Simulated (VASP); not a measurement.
A run of VASP 6.6.1 is set up as follows.

File INCAR:

```
ALGO     = Fast           # electronic algorithm
EDIFF    = 1E-6           # SCF threshold, eV
ENCUT    = 520            # plane-wave cutoff, eV
GGA      = PS             # functional
ISIF     = 2              # what is computed and relaxed
ISMEAR   = 0              # smearing method
LASPH    = T              # aspherical terms in the spheres
LCHARG   = F              # write CHGCAR
LREAL    = F              # projectors in reciprocal space
LWAVE    = F              # write WAVECAR
NBANDS   = 28             # bands
NELM     = 60             # most SCF steps
PREC     = Accurate       # precision mode
SIGMA    = 0.15           # smearing width, eV
```

File KPOINTS:

```
k-points
0
Gamma
  15 15 6
```

Contents of POSCAR:

```
Ti3Al
1.0
    2.8221296140      0.0000000000      0.0000000000
   -1.4110648070      2.4440359385      0.0000000000
    0.0000000000      0.0000000000      9.6195110023
Ti Al
3 1
Direct
    0.6666666667      0.3333333333      0.0000000000
    0.3333333333      0.6666666667      0.7457017510
    0.3333333333      0.6666666667      0.2542982490
    0.6666666667      0.3333333333      0.5000000000
```

Potentials or basis: VASP PAW PBE potentials, release 64 (Ti_sv, Al).

The run is started by

```bash
$ cat potpaw_PBE.64/Ti_sv/POTCAR potpaw_PBE.64/Al/POTCAR > POTCAR
$ mpirun -np 1 vasp_std > vasp.out
```

Q: Estimate the band gap on the k mesh.

A: Zero (an odd number of electrons rules out a gap without spin polarisation).

Q: What does it give for the largest force?

A: 0.107 eV/Å.

Stress tensor (GPa, compression positive):
```
 2.49  0.00  0.00
 0.00  2.49  0.00
 0.00  0.00 -6.79
```

Caveat: the PAW data sets were made with another functional, which shifts forces and pressure a little.
